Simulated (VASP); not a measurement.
**InSb: relaxation of the atoms with PBE**

The system is InSb.

```
In Sb
1.0
     0.00000    3.17298    3.17298
     3.17298    0.00000    3.17298
     3.17298    3.17298    0.00000
In Sb
1 1
Direct
  0.00000 0.00000 0.00000
  0.75000 0.75000 0.75000
```

This cell differs from its parent crystal: volume scaled by 0.94.

| Quantity | Value |
| --- | --- |
| Program | VASP 6.6.1 |
| Task | relaxation of the atoms |
| Functional | PBE |
| Potentials or basis | VASP PAW PBE potentials, release 64 (In_d, Sb) |
| Cutoff | 520 eV |
| k mesh | 12 × 12 × 12 |
| Occupations | fermi-dirac, width 0.05 eV |
| Spin | no spin polarisation |
| Dipole correction | no |
| Further INCAR settings | ALGO = Normal; EDIFF = 1e-07; IBRION = 2; EDIFFG = -0.02; NSW = 80 |

```json
{
  "Pressure after relaxing": "6.8 GPa",
  "Band gap on the k mesh": "0.18 eV, direct"
}
```

Final structure:
```cif
data_structure
_symmetry_space_group_name_H-M 'P 1'
_symmetry_Int_Tables_number 1
_cell_length_a 4.4873
_cell_length_b 4.4873
_cell_length_c 4.4873
_cell_angle_alpha 60.000
_cell_angle_beta 60.000
_cell_angle_gamma 60.000
_cell_volume 63.89
loop_
_atom_site_label
_atom_site_type_symbol
_atom_site_fract_x
_atom_site_fract_y
_atom_site_fract_z
_atom_site_occupancy
In1 In 0.00000 0.00000 0.00000 1
Sb1 Sb 0.75000 0.75000 0.75000 1
```

Levels at points of the mesh, in eV from the valence-band top:
| k point | band 7 | band 8 | band 9 | band 10 | band 11 | band 12 |
| --- | --- | --- | --- | --- | --- | --- |
| (0.00, 0.00, 0.00) | 0.00 | 0.00 | 0.00 | 0.18 | 2.94 | 2.94 |
| (0.50, 0.00, 0.00) | -5.93 | -1.11 | -1.11 | 0.65 | 3.81 | 3.81 |
| (0.50, 0.50, 0.00) | -6.20 | -2.48 | -2.48 | 1.23 | 1.28 | 8.53 |

Run time: 120 s on 1 thread of AMD EPYC 7R13 (shared host), peak memory 0.22 GiB.

Caveat: the relaxation stopped at its first step, so nothing moved; spin-orbit coupling is left out, which moves the levels of the heavy elements. A k mesh can miss the band edges.
